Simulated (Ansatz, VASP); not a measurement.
Ge in VASP and in Ansatz

The input INCAR:

```
PREC     = Accurate       # precision mode
ENCUT    = 520            # plane-wave cutoff, eV
EDIFF    = 1E-6           # SCF threshold, eV
ISMEAR   = -1             # smearing method
SIGMA    = 0.1            # smearing width, eV
LREAL    = False          # projectors in reciprocal space
LASPH    = True           # aspherical terms in the spheres
NELM     = 60             # most SCF steps
ALGO     = Normal         # electronic algorithm
ISIF     = 2              # what is computed and relaxed
LWAVE    = False          # write WAVECAR
LCHARG   = False          # write CHGCAR
GGA      = PE             # functional
NBANDS   = 36             # bands
```

KPOINTS

```
regular mesh
0
Gamma
  16 16 5
```

Contents of POSCAR:

```
Ge
1.0
    3.1382162546      0.0000000000      0.0000000000
   -1.5691081273      2.7177749991      0.0000000000
    0.0000000000      0.0000000000     10.2577523965
Ge
4
Direct
    0.0000000000      0.0000000000      0.0000000000
    0.0000000000      0.0000000000      0.5000000000
    0.3333333333      0.6666666667      0.2500000000
    0.6666666667      0.3333333333      0.7500000000
```

Input for Ansatz:

```yaml
crystal:
  lattice:
    - [3.1382162546, 0.0, 0.0]
    - [-1.5691081273, 2.7177749991, 0.0]
    - [0.0, 0.0, 10.2577523965]
  atoms:
    - { symbol: Ge, position: [0.0, 0.0, 0.0] }
    - { symbol: Ge, position: [0.0, 0.0, 0.5] }
    - { symbol: Ge, position: [0.3333333333, 0.6666666667, 0.25] }
    - { symbol: Ge, position: [0.6666666667, 0.3333333333, 0.75] }
hamiltonian:
  xc: pbe
  pseudopotentials:
    kind: paw
    azcp:
      Ge: "pseudopotentials/Ge.paw.azcp"
basis:
  ecutwfc: 420
  fft_grid_basis: typed
kpoints:
  mp_grid: { grid: [16, 16, 5], shift: [0, 0, 0] }
magnetization:
  spin_polarized: false
scf:
  occupations: { method: fermi_dirac, width: 0.1 }
output:
  stress: true
```

Alike in both runs: task single point; functional PBE; k mesh 16 × 16 × 5; occupations fermi-dirac, width 0.1 eV; no spin polarisation.

|  | VASP | Ansatz |
| --- | --- | --- |
| version | VASP 6.6.1 | Ansatz 0.2.0 |
| potentials or method | VASP PAW PBE potentials, release 64 (Ge_d), cutoff 520 eV | plane waves (420 eV) with PAW, scalar-relativistic |
| valence electrons in the cell | 56 | 56 |

Ansatz gave:

* pressure (GPa): -5.6
* traceless stress, the component that is largest in VASP (GPa): 0.53

Problem. What did VASP give for the same quantities?

Solution. Pressure (GPa): -5.5; traceless stress, the component that is largest in VASP (GPa): 0.53.
